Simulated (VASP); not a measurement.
# Ti in VASP: single point with PBE

Aim: the single point of Ti with PBE.

Program: VASP 6.6.1. These are calculated values, not measurements. Logs are shortened: lines on timing, memory, paths and dates and some standing lists are left out, and cuts for length are marked.

**1. The cell of the first run**

The cell holds a slab with vacuum, 3 atoms: a = 2.819 Å, b = 2.819 Å, c = 21.326 Å, α = 90.00°, β = 90.00°, γ = 109.47°.

**2. Single point, PBE**

INCAR reads:

```
PREC     = Accurate       # precision mode
ENCUT    = 520            # plane-wave cutoff, eV
EDIFF    = 1E-7           # SCF threshold, eV
ISMEAR   = 0              # smearing method
SIGMA    = 0.1            # smearing width, eV
LREAL    = False          # projectors in reciprocal space
LASPH    = True           # aspherical terms in the spheres
NELM     = 80             # most SCF steps
ALGO     = Normal         # electronic algorithm
ISIF     = 2              # what is computed and relaxed
LWAVE    = False          # write WAVECAR
LCHARG   = False          # write CHGCAR
LDIPOL   = True         
IDIPOL   = 3            
DIPOL    = 0.5 0.5 0.289
GGA      = PE             # functional
NBANDS   = 25             # bands
```

KPOINTS reads:

```
Automatic mesh
0
Gamma
  10 10 1
```

POSCAR reads:

```
Ti
1.0
    2.8192036097      0.0000000000      0.0000000000
   -0.9397345366      2.6579706532      0.0000000000
    0.0000000000      0.0000000000     21.3263781265
Ti
3
Direct
    0.5000000000      0.5000000000      0.1875611497
    0.0000000000      0.0000000000      0.2892850622
    0.5000000000      0.5000000000      0.3904262635
```

Potentials or basis: VASP PAW PBE potentials, release 64 (Ti_sv).

Run with:

```
$ cat potpaw_PBE.64/Ti_sv/POTCAR > POTCAR
$ mpirun -np 1 vasp_std > vasp.out
```

OUTCAR:

```text
PREC = Accurate
   ENCUT = 520
   EDIFF = 1E-7
   ISMEAR = 0
   LREAL = False
   LASPH = True
   NELM = 80
   ISIF = 2
   GGA = PE

 ion  position               nearest neighbor table
   1  0.500  0.500  0.188-   2 2.71   2 2.71
   2  0.000  0.000  0.289-   3 2.70   3 2.70   1 2.71   1 2.71
   3  0.500  0.500  0.390-   2 2.70   2 2.70

  LATTYP: Found a base centered orthorhombic cell.
 ALAT       =     3.2553359258
 B/A-ratio  =     1.4142135624
 C/A-ratio  =     6.5512065766

  Lattice vectors:

 A1 = (   2.8192036097,   0.0000000000,   0.0000000000)
 A2 = (  -0.9397345366,   2.6579706532,   0.0000000000)
 A3 = (   0.0000000000,   0.0000000000,  21.3263781265)

Analysis of symmetry for initial positions (statically):
=====================================================================
 Subroutine PRICEL returns:
 Original cell was already a primitive cell.

 Routine SETGRP: Setting up the symmetry group for a
 base centered orthorhombic supercell.

 Subroutine GETGRP returns: Found  4 space group operations
 (whereof  4 operations were pure point group operations)
 out of a pool of  8 trial point group operations.

The static configuration has the point symmetry C_2v.

Analysis of symmetry for dynamics (positions and initial velocities):
=====================================================================
 Subroutine PRICEL returns:
 Original cell was already a primitive cell.

 Routine SETGRP: Setting up the symmetry group for a
 base centered orthorhombic supercell.

 Subroutine GETGRP returns: Found  4 space group operations
 (whereof  4 operations were pure point group operations)
 out of a pool of  8 trial point group operations.

The dynamic configuration has the point symmetry C_2v.

 Subroutine INISYM returns: Found  4 space group operations
 (whereof  4 operations are pure point group operations),
 and found     1 'primitive' translations

----------------------------------------------------------------------------------------

                                     Primitive cell

  volume of cell :     159.8062

  direct lattice vectors                    reciprocal lattice vectors
     2.819203610  0.000000000  0.000000000     0.354710102  0.125408959  0.000000000
    -0.939734537  2.657970653  0.000000000     0.000000000  0.376226878  0.000000000
     0.000000000  0.000000000 21.326378126     0.000000000  0.000000000  0.046890287

  length of vectors
     2.819203610  2.819203610 21.326378126     0.376226878  0.376226878  0.046890287

  position of ions in fractional coordinates (direct lattice)
     0.500000000  0.500000000  0.187561150
     0.000000000  0.000000000  0.289285062
     0.500000000  0.500000000  0.390426263

  ion indices of the primitive-cell ions
   primitive index   ion index
                 1           1
                 2           2
                 3           3

----------------------------------------------------------------------------------------

 KPOINTS: Automatic mesh

Automatic generation of k-mesh.
 Grid dimensions read from file:
 generate k-points for:   10   10    1

 Generating k-lattice:

  Cartesian coordinates                     Fractional coordinates (reciprocal lattice)
     0.035471010  0.012540896  0.000000000     0.100000000  0.000000000  0.000000000
     0.000000000  0.037622688  0.000000000     0.000000000  0.100000000  0.000000000
     0.000000000  0.000000000  0.046890287     0.000000000  0.000000000  1.000000000

  Length of vectors
     0.037622688  0.037622688  0.046890287

  Shift w.r.t. Gamma in fractional coordinates (k-lattice)
     0.000000000  0.000000000  0.000000000

 Subroutine IBZKPT returns following result:
 ===========================================

 Found     31 irreducible k-points:

 Following reciprocal coordinates:
            Coordinates               Weight
  0.000000  0.000000  0.000000      1.000000
  0.100000  0.000000  0.000000      4.000000
  0.200000  0.000000  0.000000      4.000000
  0.300000  0.000000  0.000000      4.000000
  0.400000  0.000000  0.000000      4.000000
  0.500000  0.000000  0.000000      2.000000
[... 16 lines left out ...]
  0.300000  0.300000  0.000000      2.000000
  0.400000  0.300000  0.000000      4.000000
 [... further k-points ...]
   k-points           NKPTS =     31   k-points in BZ     NKDIM =     31   number of bands    NBANDS=     25
   number of dos      NEDOS =    301   number of ions     NIONS =      3
   total plane-waves  NPLWV =  92160
   dimension x,y,z NGX =    24 NGY =   24 NGZ =  160
   dimension x,y,z NGXF=    48 NGYF=   48 NGZF=  320
   ions per type =               3
   NGX,Y,Z   is equivalent  to a cutoff of  14.15, 14.15, 12.47 a.u.
   NGXF,Y,Z  is equivalent  to a cutoff of  28.31, 28.31, 24.95 a.u.
 SYSTEM =  unknown system
   PREC   = accura    normal or accurate (medium, high low for compatibility)
   ISTART =      0    job   : 0-new  1-cont  2-samecut
   ICHARG =      2    charge: 1-file 2-atom 10-const
   ISPIN  =      1    spin polarized calculation?
   LNONCOLLINEAR =      F non collinear calculations
   LSORBIT =      F    spin-orbit coupling
   LASPH  =      T    aspherical Exc in radial PAW
   ENCUT  =  520.0 eV  38.22 Ry    6.18 a.u.   5.24  5.24 39.65*2*pi/ulx,y,z
   NELM   =     80;   NELMIN=  2; NELMDL= -5     # of ELM steps
   EDIFF  = 0.1E-06   stopping-criterion for ELM
   LREAL  =      F    real-space projection
   EDIFFG = 0.1E-05   stopping-criterion for IOM
   NSW    =      0    number of steps for IOM
   IBRION =     -1    ionic relax: 0-MD 1-quasi-New 2-CG
   NFREE  =      0    steps in history (QN), initial steepest desc. (CG)
   ISIF   =      2    stress and relaxation
   ISYM   =      2    0-nonsym 1-usesym 2-fastsym
   POTIM  = 0.5000    time-step for ionic-motion
   TEBEG  =    0.0;   TEEND  =   0.0 temperature during run
   PSTRESS=    0.0 pullay stress
   NELECT =      36.0000    total number of electrons
   NUPDOWN=      -1.0000    fix difference up-down
   EMIN   =  10.00;   EMAX   =-10.00  energy-range for DOS
   EFERMI =   0.00;   METHOD = LEGACY
   ISMEAR =     0;   SIGMA  =   0.10  broadening in eV -4-tet -1-fermi 0-gaus
   EFERMI_NEDOS =   21; number of points for ismear=-14 and -15
   IALGO  =     38    algorithm
   IMIX   =      4    mixing-type and parameters
     AMIX     =   0.40;   BMIX     =  1.00
     AMIX_MAG =   1.60;   BMIX_MAG =  1.00
  volume/ion in A,a.u.               =      53.27       359.48
  Fermi-wavevector in a.u.,A,eV,Ry     =   0.996119  1.882391 13.500414  0.992252
  Thomas-Fermi vector in A             =   2.128185
   LORBIT       =      0    0 simple, 1 ext, 2 COOP (PROOUT), +10 PAW based schemes
   GGA     = PE    functional components
   LHFCALC =     F    Hartree Fock is set to
   AEXX    =    0.0000 exact exchange contribution
   IVDW    =     0    specifies the selected vdW correction
   LEPSILON=     F    determine dielectric tensor
   LRPA    =     F    only Hartree local field effects (RPA)
 non-spin polarized calculation
 Gauss-broadening in eV      SIGMA  =   0.10
  energy-cutoff  :      520.00
  volume of cell :      159.81
 maximum number of plane-waves:      4347
 NGX is ok and might be reduce to    24
   NGX = 11   NGY = 11   NGZ = 79

 dipolmoment           0.000000      0.000000     -0.013611 electrons x Angstroem

 number of electron      35.9999991 magnetization

 dipolmoment           0.000000      0.000000      0.000203 electrons x Angstroem

 Free energy of the ion-electron system (eV)
  ---------------------------------------------------
  ext. energy  EPLUGINS =         0.00000000
  ---------------------------------------------------
  free energy    TOTEN  =       -21.54666498 eV

  energy without entropy =      -21.50257303  energy(sigma->0) =      -21.52461900

 E-fermi :  -0.1428     XC(G=0):  -4.6430

 val. band max:       -0.1496189957   @ k =  -0.4000   0.1000   0.0000
 cond. band min:      -0.1379498530   @ k =   0.5000   0.2000   0.0000
 fundamental gap:      0.0116691427
 Fermi energy:        -0.1428199877

 k-point     1 :       0.0000    0.0000    0.0000
  band No.  band energies     occupation
      1     -56.8110      2.00000
      2     -56.7961      2.00000
      3     -56.3669      2.00000
      4     -33.2744      2.00000
      5     -33.1188      2.00000
      6     -32.8414      2.00000
[... 17 lines left out ...]
     24       2.1572      0.00000
     25       2.1692      0.00000

 k-point     2 :       0.1000    0.0000    0.0000
  band No.  band energies     occupation
      1     -56.8036      2.00000
      2     -56.7895      2.00000
      3     -56.3616      2.00000
      4     -33.2592      2.00000
      5     -33.1221      2.00000
      6     -32.8644      2.00000
[... 17 lines left out ...]
     24       2.0976      0.00000
     25       2.1766      0.00000

 k-point     3 :       0.2000    0.0000    0.0000
  band No.  band energies     occupation
      1     -56.7841      2.00000
      2     -56.7722      2.00000
      3     -56.3477      2.00000
      4     -33.2208      2.00000
      5     -33.1352      2.00000
      6     -32.9656      2.00000
[... 17 lines left out ...]
     24       2.1037      0.00000
     25       2.2323      0.00000

 k-point     4 :       0.3000    0.0000    0.0000
  band No.  band energies     occupation
      1     -56.7603      2.00000
      2     -56.7503      2.00000
      3     -56.3305      2.00000
      4     -33.2018      2.00000
      5     -33.1647      2.00000
      6     -33.0877      2.00000
[... 17 lines left out ...]
     24       2.2311      0.00000
     25       2.3691      0.00000
[... 477 lines left out ...]
 k-point    22 :      -0.2000    0.2000    0.0000
  band No.  band energies     occupation
      1     -56.7696      2.00000
      2     -56.7563      2.00000
      3     -56.3295      2.00000
      4     -33.2152      2.00000
      5     -33.0895      2.00000
      6     -32.9277      2.00000
[... 17 lines left out ...]
     24       1.5030      0.00000
     25       1.6797      0.00000

 k-point    23 :       0.3000    0.3000    0.0000
  band No.  band energies     occupation
      1     -56.7175      2.00000
      2     -56.7084      2.00000
      3     -56.2943      2.00000
      4     -33.1659      2.00000
      5     -33.1569      2.00000
      6     -33.0772      2.00000
[... 17 lines left out ...]
     24       2.3384      0.00000
     25       2.6725      0.00000

 k-point    24 :       0.4000    0.3000    0.0000
  band No.  band energies     occupation
      1     -56.7065      2.00000
      2     -56.6973      2.00000
      3     -56.2808      2.00000
      4     -33.2054      2.00000
      5     -33.1885      2.00000
      6     -33.1354      2.00000
[... 17 lines left out ...]
     24       2.6763      0.00000
     25       2.6956      0.00000

 [... further k-points ...]

------------------------ aborting loop because EDIFF is reached ----------------------------------------

 vacuum level on the upper side and lower side of the slab       (xc-potential included)        -0.087        -0.098

  FORCE on cell =-STRESS in cart. coord.  units (eV):
  Direction    XX          YY          ZZ          XY          YZ          ZX
  --------------------------------------------------------------------------------------
  -------------------------------------------------------------------------------------
  Total       -1.1148711     -0.6805184     -0.0583628      0.6142674      0.0000000      0.0000000
  in kB      -11.1774185     -6.8227074     -0.5851311      6.1584915      0.0000000      0.0000000
  external PRESSURE =      -6.1950857 kB  Pullay stress =       0.0000000 kB

 VOLUME and BASIS-vectors are now :
 -----------------------------------------------------------------------------
  energy-cutoff  :      520.00
  volume of cell :      159.81
      direct lattice vectors                 reciprocal lattice vectors
     2.819203610  0.000000000  0.000000000     0.354710102  0.125408959  0.000000000
    -0.939734537  2.657970653  0.000000000     0.000000000  0.376226878  0.000000000
     0.000000000  0.000000000 21.326378126     0.000000000  0.000000000  0.046890287

 POSITION                                       TOTAL-FORCE (eV/Angst)
 -----------------------------------------------------------------------------------
      0.93973      1.32899      4.00000        -0.000000      0.000000      0.023124
      0.00000      0.00000      6.16940         0.000000      0.000000     -0.026590
      0.93973      1.32899      8.32638         0.000000      0.000000      0.003466
 -----------------------------------------------------------------------------------
    total drift:                                0.000000      0.000000     -0.000128

  FREE ENERGIE OF THE ION-ELECTRON SYSTEM (eV)
  ---------------------------------------------------
  free  energy   TOTEN  =       -21.5466649756 eV

  energy  without entropy=      -21.5025730313  energy(sigma->0) =      -21.52461900

 vacuum level on the upper side and lower side of the slab         4.143         4.132
```

Run time: 9.7 min. Hardware: 1 thread of Intel Xeon 8259CL, shared host; peak memory 0.32 GiB.

What came out:

| Property | Result |
| --- | --- |
| Free energy | -21.5467 eV |
| Largest force | 0.027 eV/Å |
| Band gap on the k mesh | zero (bands 18 and 19 overlap by 0.66 eV) |

Forces on the atoms (eV/Å):
```
Ti   0.000  0.000  0.023
Ti   0.000  0.000 -0.027
Ti   0.000  0.000  0.003
```

Levels at points of the mesh, in eV from the Fermi level:
```csv
k point,band 14,band 15,band 16,band 17,band 18,band 19,band 20,band 21,band 22,band 23
"(0.00, 0.00, 0.00)",-3.99,-2.75,-0.41,-0.09,0.03,0.07,0.93,1.10,1.11,1.33
"(0.50, 0.00, 0.00)",-2.10,-1.57,-0.51,-0.32,-0.26,0.17,0.54,1.35,2.41,2.42
"(0.50, 0.50, 0.00)",-1.99,-1.88,-1.60,-0.85,-0.20,1.22,1.23,1.91,2.21,2.62
```
